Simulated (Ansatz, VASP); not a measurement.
RePd in VASP and in Ansatz

INCAR

```
SYSTEM = RePd
PREC     = Accurate       ! precision mode
ENCUT    = 600            ! plane-wave cutoff, eV
EDIFF    = 1E-6           ! SCF threshold, eV
ISMEAR   = 0              ! smearing method
SIGMA    = 0.1            ! smearing width, eV
LREAL    = .False.        ! projectors in reciprocal space
LASPH    = .True.         ! aspherical terms in the spheres
NELM     = 60             ! most SCF steps
ALGO     = Fast           ! electronic algorithm
ISIF     = 3              ! what is computed and relaxed
LWAVE    = .False.        ! write WAVECAR
LCHARG   = .False.        ! write CHGCAR
GGA      = PE             ! functional
IBRION   = 2              ! ionic algorithm
NSW      = 100            ! ionic steps
EDIFFG   = -0.01          ! ionic threshold
```

The input KPOINTS:

```
Automatic mesh
0
Gamma
  24 24 12
  0 0 0
```

The input POSCAR:

```
RePd
1.0
    2.7562665403      0.0000000000      0.0000000000
   -1.3781332701      2.3869968435      0.0000000000
    0.0000000000      0.0000000000      4.5138291115
Re Pd
1 1
Direct
    0.0000000000      0.0000000000      0.0000000000
    0.6666666667      0.3333333333      0.5000000000
```

Input for Ansatz:

```yaml
crystal:
  lattice:
    - [2.7562665403, 0.0, 0.0]
    - [-1.3781332701, 2.3869968435, 0.0]
    - [0.0, 0.0, 4.5138291115]
  atoms:
    - { symbol: Re, position: [0.0, 0.0, 0.0] }
    - { symbol: Pd, position: [0.6666666667, 0.3333333333, 0.5] }
basis:
  ecutwfc: 420
kpoints:
  mp_grid: { grid: [24, 24, 12] }
hamiltonian:
  xc: pbe
scf:
  occupations: { method: gaussian, width: 0.1 }
output:
  forces: true
  stress: true
  eigenvalues: true
relax:
  adjacent_minimum: "off"
  f_tol: 0.01
  max_steps: 80
  cell: { stress_tol: 0.05 }
```

Alike in both runs: task relaxation of cell and atoms; functional PBE; k mesh 24 × 24 × 12; occupations gaussian, width 0.1 eV; no spin polarisation.

|  | VASP | Ansatz |
| --- | --- | --- |
| version | VASP 6.6.1 | Ansatz 0.2.0 |
| potentials or method | VASP PAW PBE potentials, release 64 (Re, Pd), cutoff 600 eV | scalar-relativistic, plane waves, PAW |
| valence electrons in the cell | 17 | 33 |

|  | VASP | Ansatz | Ansatz less VASP |
| --- | --- | --- | --- |
| gap on the k mesh at the Fermi level, each at its own relaxed structure (eV) | none | none | - |
| relaxed volume (Å³/atom) | 14.83 | 14.86 | +0.028 |
| relaxed length of the cell vector where the two differ most in proportion (Å) | 2.745 | 2.747 | +0.0020 |

A gap of «none» marks a metal or a gap that the smearing closes. VASP's potentials hold 17 valence electrons a cell and Ansatz's 33, so a difference there can come from the potentials and not from the codes.

Neither program's run includes spin-orbit coupling.
